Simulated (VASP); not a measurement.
# Ni (Fm-3m) in VASP: further runs, part 2 of 2

VASP 6.6.1.

### 3 Single point, LDA, collinear spin, ferromagnetic start

INCAR

```
SYSTEM = Ni
PREC = Accurate
ENCUT = 520
EDIFF = 1E-6
ISMEAR = 1
SIGMA = 0.2
LREAL = .False.
LASPH = .True.
NELM = 150
ALGO = Normal
ISIF = 2
LWAVE = .False.
LCHARG = .False.
ISPIN = 2
MAGMOM = 0.607
LORBIT = 11
LMAXMIX = 4
NBANDS = 15
```

KPOINTS

```
regular mesh
0
Gamma
  16 16 16
  0 0 0
```

POSCAR

```
Ni
1.0
    0.0000000000      1.7124646296      1.7124646296
    1.7124646296      0.0000000000      1.7124646296
    1.7124646296      1.7124646296      0.0000000000
Ni
1
Direct
    0.0000000000      0.0000000000      0.0000000000
```

Potentials or basis: VASP PAW LDA potentials, release 64 (Ni).

Launch:

```
cat potpaw_LDA.64/Ni/POTCAR > POTCAR
mpirun -np 1 vasp_std > vasp.out
```

It took 54 s on 1 thread of Intel Xeon 8259CL, shared host; peak memory 0.14 GiB.

Results (log left out):

| Property | Result |
| --- | --- |
| Free energy | -6.5814 eV |
| Pressure | -0.6 GPa |
| Net moment | 0.57 μB per cell |
| Site moments | Ni +0.57 μB |
| Valence electrons inside the program's atomic spheres | Ni 9.47 |

Levels at points of the mesh, in eV from the Fermi level:
Spin up:
```tsv
k point	band 2	band 3	band 4	band 5	band 6	band 7	band 8	band 9
(0.00, 0.00, 0.00)	-2.55	-2.55	-2.55	-1.25	-1.25	24.45	28.85	28.85
(0.50, 0.00, 0.00)	-2.56	-2.56	-0.47	-0.47	-0.40	6.32	22.93	25.98
(0.50, 0.50, 0.00)	-4.56	-0.44	-0.30	-0.30	2.51	10.03	15.53	15.53
```
Spin down:
| k point | band 3 | band 4 | band 5 | band 6 | band 7 | band 8 |
| --- | --- | --- | --- | --- | --- | --- |
| (0.00, 0.00, 0.00) | -1.96 | -1.96 | -0.72 | -0.72 | 24.44 | 28.89 |
| (0.50, 0.00, 0.00) | -2.03 | -0.37 | 0.15 | 0.15 | 6.69 | 22.91 |
| (0.50, 0.50, 0.00) | 0.12 | 0.38 | 0.38 | 2.56 | 10.30 | 15.60 |

### 4 Single point, LDA, collinear spin, ferromagnetic start

INCAR

```
SYSTEM = Ni
ALGO     = Normal         ! electronic algorithm
EDIFF    = 1E-6           ! SCF threshold, eV
ENCUT    = 520            ! plane-wave cutoff, eV
GGA      = CA             ! functional
ISIF     = 2              ! what is computed and relaxed
ISMEAR   = 1              ! smearing method
ISPIN    = 2              ! spin polarisation
LASPH    = .True.         ! aspherical terms in the spheres
LCHARG   = .True.         ! write CHGCAR
LELF     = .True.         ! ELF
LMAXMIX  = 4              ! l up to which the mixer works
LORBIT   = 11             ! projections on sites
LREAL    = .False.        ! projectors in reciprocal space
LVHAR    = .True.       
LWAVE    = .False.        ! write WAVECAR
MAGMOM   = 0.607          ! initial moments
NBANDS   = 15             ! bands
NELM     = 150            ! most SCF steps
PREC     = Accurate       ! precision mode
SIGMA    = 0.3            ! smearing width, eV
```

KPOINTS

```
k-points
0
Gamma
  16 16 16
  0 0 0
```

POSCAR is that of step 3.

Launch:

```
cat potpaw_LDA.64/Ni/POTCAR > POTCAR
mpirun -np 1 vasp_std > vasp.out
```

It took 47 s on 1 thread of Intel Xeon 8259CL, shared host; peak memory 0.14 GiB.

The run converged. Its results:

```yaml
Free_energy: -6.5814 eV
Pressure: -0.5 GPa
Net_moment: 0.59 μB per cell
Site_moments: Ni +0.59 μB
Valence_electrons_inside_the_program's_atomic_spheres: Ni 9.47
```

Levels at points of the mesh, in eV from the Fermi level:
Spin up:
| k point | band 3 | band 4 | band 5 | band 6 | band 7 | band 8 |
| --- | --- | --- | --- | --- | --- | --- |
| (0.00, 0.00, 0.00) | -2.55 | -2.55 | -1.26 | -1.26 | 24.46 | 28.85 |
| (0.50, 0.00, 0.00) | -2.56 | -0.47 | -0.47 | -0.40 | 6.32 | 22.94 |
| (0.50, 0.50, 0.00) | -0.45 | -0.30 | -0.30 | 2.51 | 10.03 | 15.54 |
Spin down:
| k point | band 1 | band 2 | band 3 | band 4 | band 5 | band 6 | band 7 | band 8 | band 9 | band 10 |
| --- | --- | --- | --- | --- | --- | --- | --- | --- | --- | --- |
| (0.00, 0.00, 0.00) | -9.50 | -1.94 | -1.94 | -1.94 | -0.70 | -0.70 | 24.45 | 28.90 | 28.90 | 28.90 |
| (0.50, 0.00, 0.00) | -4.86 | -2.02 | -2.02 | -0.36 | 0.17 | 0.17 | 6.71 | 22.92 | 26.11 | 26.11 |
| (0.50, 0.50, 0.00) | -4.76 | -4.06 | 0.14 | 0.40 | 0.40 | 2.57 | 10.31 | 15.61 | 15.61 | 21.10 |

Caveat: so wide a smearing shifts energies and pressures.

### 5 Single point, LDA, collinear spin, ferromagnetic start

INCAR

```
SYSTEM = Ni
ALGO = Normal
EDIFF = 1E-7
ENCUT = 520
ISIF = 2
ISMEAR = 1
ISPIN = 2
LASPH = .TRUE.
LCHARG = .FALSE.
LMAXMIX = 4
LORBIT = 11
LREAL = .FALSE.
LWAVE = .FALSE.
MAGMOM = 0.607
NBANDS = 15
NELM = 150
PREC = Accurate
SIGMA = 0.6
```

KPOINTS

```
k-points
0
G
  16 16 16
  0 0 0
```

POSCAR is that of step 4.

Launch:

```
cat potpaw_LDA.64/Ni/POTCAR > POTCAR
mpirun -np 1 vasp_std > vasp.out
```

Run time: 57 s. Hardware: 1 thread of Intel Xeon 8259CL, shared host; peak memory 0.14 GiB.

Results (log left out):

```
Free energy                                           : -6.5830 eV
Pressure                                              : -0.5 GPa
Net moment                                            : 0.54 μB per cell
Site moments                                          : Ni +0.54 μB
Valence electrons inside the program's atomic spheres : Ni 9.47
```

Levels at points of the mesh, in eV from the Fermi level:
Spin up:
| k point | band 3 | band 4 | band 5 | band 6 | band 7 | band 8 |
| --- | --- | --- | --- | --- | --- | --- |
| (0.00, 0.00, 0.00) | -2.48 | -2.48 | -1.20 | -1.20 | 24.49 | 28.89 |
| (0.50, 0.00, 0.00) | -2.50 | -0.41 | -0.41 | -0.36 | 6.38 | 22.97 |
| (0.50, 0.50, 0.00) | -0.39 | -0.23 | -0.23 | 2.55 | 10.07 | 15.57 |
Spin down:
```tsv
k point	band 1	band 2	band 3	band 4	band 5	band 6	band 7	band 8	band 9	band 10
(0.00, 0.00, 0.00)	-9.47	-1.94	-1.94	-1.94	-0.68	-0.68	24.48	28.93	28.93	28.93
(0.50, 0.00, 0.00)	-4.85	-2.00	-2.00	-0.33	0.18	0.18	6.72	22.95	26.14	26.14
(0.50, 0.50, 0.00)	-4.73	-4.05	0.15	0.40	0.40	2.60	10.33	15.64	15.64	21.13
```

Caveat: so wide a smearing shifts energies and pressures.

### 6 Single point, LDA, collinear spin, ferromagnetic start

INCAR

```
  PREC = Accurate
  ENCUT = 520
  EDIFF = 1E-6
  ISMEAR = 1
  SIGMA = 1.0
  LREAL = False
  LASPH = True
  NELM = 150
  ALGO = Normal
  ISIF = 2
  LWAVE = False
  LCHARG = True
  ISPIN = 2
  MAGMOM = 0.607
  LORBIT = 11
  LMAXMIX = 4
  LELF = True
  LVHAR = True
  NBANDS = 15
```

KPOINTS

```
Automatic mesh
0
Gamma
  16 16 16
```

POSCAR is that of step 5.

Potentials or basis: VASP PAW LDA potentials, release 64 (Ni).

Launch:

```
cat potpaw_LDA.64/Ni/POTCAR > POTCAR
mpirun -np 1 vasp_std > vasp.out
```

Run time: 64 s. Hardware: 1 thread of Intel Xeon 8259CL, shared host; peak memory 0.15 GiB.

Results (log left out):

```
Free energy                                           : -6.6089 eV
Pressure                                              : -1.5 GPa
Band gap on the k mesh                                : zero (filled and empty bands overlap)
Net moment                                            : 0.00 μB per cell
Valence electrons inside the program's atomic spheres : Ni 9.47
```

Levels at points of the mesh, in eV from the Fermi level:
Spin up:
```
           k point  band 3  band 4  band 5  band 6  band 7  band 8
(0.00, 0.00, 0.00)   -2.21   -2.21   -0.95   -0.95   24.49   28.91
(0.50, 0.00, 0.00)   -2.26   -0.34   -0.12   -0.12    6.55   22.97
(0.50, 0.50, 0.00)   -0.13    0.08    0.08    2.58   10.20   15.61
```
Spin down:
| k point | band 1 | band 2 | band 3 | band 4 | band 5 | band 6 | band 7 | band 8 | band 9 | band 10 |
| --- | --- | --- | --- | --- | --- | --- | --- | --- | --- | --- |
| (0.00, 0.00, 0.00) | -9.48 | -2.21 | -2.21 | -2.21 | -0.95 | -0.95 | 24.49 | 28.92 | 28.92 | 28.92 |
| (0.50, 0.00, 0.00) | -5.01 | -2.26 | -2.26 | -0.34 | -0.12 | -0.12 | 6.55 | 22.97 | 26.09 | 26.09 |
| (0.50, 0.50, 0.00) | -4.90 | -4.27 | -0.12 | 0.08 | 0.08 | 2.58 | 10.20 | 15.62 | 15.62 | 21.02 |

Caveat: so wide a smearing shifts energies and pressures.

### 7 The runs side by side

```csv
smearing,gap on the mesh (eV),pressure (GPa),moment (μB)
methfessel-paxton 0.1 eV,none,-0.7,0.57
methfessel-paxton 0.2 eV,none,-0.6,0.57
methfessel-paxton 0.3 eV,none,-0.5,0.59
methfessel-paxton 0.6 eV,none,-0.5,0.54
methfessel-paxton 1 eV,none,-1.5,0.00
```

Alike in all rows: task single point; level LDA; potentials or basis VASP PAW LDA potentials, release 64 (Ni); spin collinear, ferromagnetic start; cell as given; k mesh 16 × 16 × 16; cutoff (eV) 520.

Caveats: so wide a smearing shifts energies and pressures (at least some runs).

Total energies depend on the potentials used, so only differences within one code and one set of settings carry meaning.
